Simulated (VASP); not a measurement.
A run of VASP 6.6.1 is set up as follows.

File INCAR:

```
  PREC = Accurate
  ENCUT = 520
  EDIFF = 1E-6
  ISMEAR = 0
  SIGMA = 0.05
  LREAL = False
  LASPH = True
  NELM = 60
  ALGO = Normal
  ISIF = 2
  LWAVE = False
  LCHARG = False
  GGA = PE
  NBANDS = 15
```

Contents of KPOINTS:

```
Automatic mesh
0
Gamma
  6 6 6
```

File POSCAR:

```
CaSe
1.0
    0.0000000000      3.5640000000      3.0360000000
    3.5640000000      0.0000000000      3.0360000000
    3.5640000000      3.5640000000      0.0000000000
Ca Se
1 1
Direct
    0.0000000000      0.0000000000      0.0000000000
    0.7500000000      0.7500000000      0.7500000000
```

Potentials or basis: VASP PAW PBE potentials, release 64 (Ca_sv, Se).

Run with:

```sh
$ cat potpaw_PBE.64/Ca_sv/POTCAR potpaw_PBE.64/Se/POTCAR > POTCAR
$ mpirun -np 1 vasp_std > vasp.out
```

Question: Estimate the pressure.

Answer: -2.5 GPa.

Question: What does it give for the band gap on the k mesh?

Answer: 2.71 eV (least direct gap 2.80 eV).

Stress tensor (GPa, compression positive):
```
-2.75  0.00  0.00
 0.00 -2.75  0.00
 0.00  0.00 -1.90
```

Caveat: the cell differs from its parent crystal (strain +0.080 along x and y, -0.080 along z). A k mesh can miss the band edges.
